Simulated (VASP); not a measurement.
# Rb (Im-3m) in VASP: a series of runs, part 2 of 2

VASP 6.6.1.

### Step 5. Single point, PBE

INCAR reads:

```
PREC = Accurate
ENCUT = 520
EDIFF = 1E-6
ISMEAR = 0
SIGMA = 0.6
LREAL = False
LASPH = True
NELM = 100
ALGO = Normal
ISIF = 2
LWAVE = False
LCHARG = False
GGA = PE
NBANDS = 10
```

KPOINTS reads:

```
regular mesh
0
Gamma
  8 8 8
```

POSCAR reads:

```
Rb
1.0
   -2.8359049291      2.8359049291      2.8359049291
    2.8359049291     -2.8359049291      2.8359049291
    2.8359049291      2.8359049291     -2.8359049291
Rb
1
Direct
    0.0000000000      0.0000000000      0.0000000000
```

Potentials or basis: VASP PAW PBE potentials, release 64 (Rb_sv).

The run is started by

```bash
$ cat potpaw_PBE.64/Rb_sv/POTCAR > POTCAR
$ mpirun -np 1 vasp_std > vasp.out
```

OUTCAR:

```text
PREC = Accurate
   ENCUT = 520
   EDIFF = 1E-6
   ISMEAR = 0
   LREAL = False
   LASPH = True
   NELM = 100
   ISIF = 2
   GGA = PE

 ion  position               nearest neighbor table
   1  0.000  0.000  0.000-

  LATTYP: Found a body centered cubic cell.
 ALAT       =     5.6718098582

  Lattice vectors:

 A1 = (  -2.8359049291,   2.8359049291,   2.8359049291)
 A2 = (   2.8359049291,  -2.8359049291,   2.8359049291)
 A3 = (   2.8359049291,   2.8359049291,  -2.8359049291)

Analysis of symmetry for initial positions (statically):
=====================================================================
 Subroutine PRICEL returns:
 Original cell was already a primitive cell.

 Routine SETGRP: Setting up the symmetry group for a
 body centered cubic supercell.

 Subroutine GETGRP returns: Found 48 space group operations
 (whereof 48 operations were pure point group operations)
 out of a pool of 48 trial point group operations.

The static configuration has the point symmetry O_h .

Analysis of symmetry for dynamics (positions and initial velocities):
=====================================================================
 Subroutine PRICEL returns:
 Original cell was already a primitive cell.

 Routine SETGRP: Setting up the symmetry group for a
 body centered cubic supercell.

 Subroutine GETGRP returns: Found 48 space group operations
 (whereof 48 operations were pure point group operations)
 out of a pool of 48 trial point group operations.

The dynamic configuration has the point symmetry O_h .

 Subroutine INISYM returns: Found 48 space group operations
 (whereof 48 operations are pure point group operations),
 and found     1 'primitive' translations

----------------------------------------------------------------------------------------

                                     Primitive cell

  volume of cell :      91.2294

[... 103 lines left out ...]
   IALGO  =     38    algorithm
   IMIX   =      4    mixing-type and parameters
     AMIX     =   0.40;   BMIX     =  1.00
     AMIX_MAG =   1.60;   BMIX_MAG =  1.00
  volume/ion in A,a.u.               =      91.23       615.65
  Fermi-wavevector in a.u.,A,eV,Ry     =   0.756445  1.429474  7.785376  0.572209
  Thomas-Fermi vector in A             =   1.854567
   LORBIT       =      0    0 simple, 1 ext, 2 COOP (PROOUT), +10 PAW based schemes
   GGA     = PE    functional components
   LHFCALC =     F    Hartree Fock is set to
   AEXX    =    0.0000 exact exchange contribution
   IVDW    =     0    specifies the selected vdW correction
   LEPSILON=     F    determine dielectric tensor
   LRPA    =     F    only Hartree local field effects (RPA)
 non-spin polarized calculation
 Gauss-broadening in eV      SIGMA  =   0.60
  energy-cutoff  :      520.00
  volume of cell :       91.23
 maximum number of plane-waves:      2491
 NGX is ok and might be reduce to    40
   NGX = 19   NGY = 19   NGZ = 19

 number of electron       9.0000000 magnetization

 Free energy of the ion-electron system (eV)
  ---------------------------------------------------
  ext. energy  EPLUGINS =         0.00000000
  ---------------------------------------------------
  free energy    TOTEN  =        -1.01708935 eV

  energy without entropy =       -0.85780259  energy(sigma->0) =       -0.93744597

 E-fermi :  -0.0308     XC(G=0):  -5.4593

 val. band max:       -0.1530352007   @ k =   0.2500   0.1250   0.1250
 cond. band min:      -0.0123913206   @ k =   0.2500   0.2500   0.0000
 fundamental gap:      0.1406438801
 Fermi energy:        -0.0307507245

 k-point     1 :       0.0000    0.0000    0.0000
  band No.  band energies     occupation
      1     -28.8945      2.00000
      2     -12.9373      2.00000
      3     -12.9373      2.00000
      4     -12.9373      2.00000
      5      -1.9613      1.99999
      6       3.6847      0.00000
      7       3.6847      0.00000
      8       3.6847      0.00000
      9       4.6154      0.00000
     10       4.6154      0.00000
[... 287 lines left out ...]
 k-point    24 :      -0.3750    0.3750    0.2500
  band No.  band energies     occupation
      1     -28.8893      2.00000
      2     -13.0079      2.00000
      3     -12.9823      2.00000
      4     -12.9727      2.00000
      5       0.1198      0.72262
      6       1.6979      0.00005
      7       2.9231      0.00000
      8       2.9623      0.00000
      9       4.0066      0.00000
     10       5.1587      0.00000

 [... further k-points ...]
[... 5 lines left out ...]
  --------------------------------------------------------------------------------------
  -------------------------------------------------------------------------------------
  Total        0.0252733      0.0252733      0.0252733      0.0000000     -0.0000000      0.0000000
  in kB        0.4438520      0.4438520      0.4438520      0.0000000     -0.0000000      0.0000000
  external PRESSURE =       0.4438520 kB  Pullay stress =       0.0000000 kB

 VOLUME and BASIS-vectors are now :
 -----------------------------------------------------------------------------
  energy-cutoff  :      520.00
  volume of cell :       91.23
      direct lattice vectors                 reciprocal lattice vectors
    -2.835904929  2.835904929  2.835904929     0.000000000  0.176310565  0.176310565
     2.835904929 -2.835904929  2.835904929     0.176310565  0.000000000  0.176310565
     2.835904929  2.835904929 -2.835904929     0.176310565  0.176310565  0.000000000

 POSITION                                       TOTAL-FORCE (eV/Angst)
 -----------------------------------------------------------------------------------
      0.00000      0.00000      0.00000        -0.000000      0.000000     -0.000000
 -----------------------------------------------------------------------------------
    total drift:                               -0.000000     -0.000000     -0.000000

  FREE ENERGIE OF THE ION-ELECTRON SYSTEM (eV)
  ---------------------------------------------------
  free  energy   TOTEN  =        -1.0170893476 eV

  energy  without entropy=       -0.8578025930  energy(sigma->0) =       -0.93744597
```

stdout:

```text
POSCAR found type information on POSCAR Rb
 POSCAR found :  1 types and       1 ions
 scaLAPACK will be used
 LDA part: xc-table for (Slater+PW92), standard interpolation
 POSCAR, INCAR and KPOINTS ok, starting setup
 FFT: planning ... GRIDC
 FFT: planning ... GRID_SOFT
 FFT: planning ... GRID
 WAVECAR not read
 entering main loop
```

It took 40 s on 1 thread of AMD EPYC 7R13, shared host; peak memory 0.2 GiB.

Results:

```
Free energy : -1.0171 eV
Pressure    : 0.0 GPa
```

### Step 6. Summary

| smearing | gap on the mesh (eV) | pressure (GPa) |
| --- | --- | --- |
| gaussian 0.1 eV | none | 0.0 |
| gaussian 0.2 eV | none | 0.0 |
| gaussian 0.3 eV | none | 0.0 |
| gaussian 0.6 eV | none | 0.0 |

Alike in all rows: task single point; level PBE; potentials or basis VASP PAW PBE potentials, release 64 (Rb_sv); no spin polarisation; cell as given; k mesh 8 × 8 × 8; cutoff (eV) 520.

Every run on the cell as given and a fine mesh finds a metal.

Absolute energies hang on the potentials; compare differences alone.
